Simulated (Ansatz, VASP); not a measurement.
**C in VASP and in Ansatz**

```
C
1.0
     2.46565    0.00000    0.00000
    -1.23283    2.13532    0.00000
     0.00000    0.00000   17.50007
C
4
Direct
  0.66667 0.33333 0.25714
  0.33333 0.66667 0.25714
  0.00000 0.33333 0.45772
  0.66667 0.66667 0.45771
```

Alike in both runs: task single point; functional PBE; dispersion D3(BJ); k mesh 15 × 15 × 1; occupations gaussian, width 0.1 eV; no spin polarisation.

```csv
,VASP,Ansatz
version,VASP 6.6.1,Ansatz 0.2.0
potentials or method,"VASP PAW PBE potentials, release 64 (C), cutoff 520 eV","scalar-relativistic, plane waves, PAW"
valence electrons in the cell,16,16
```

|  | VASP | Ansatz | Ansatz less VASP |
| --- | --- | --- | --- |
| gap on the k mesh at the Fermi level (eV) | 0.29 | 0.29 | 0.000 |
| least direct gap on the mesh (eV) | 0.29 | 0.29 | 0.000 |
| rms of the force components (eV/Å) | 0.005 | 0.005 | 0.0000 |

Atom by atom the forces differ by 0.000 eV/Å (rms over components). Ansatz's warnings: structure snapped to symmetry.
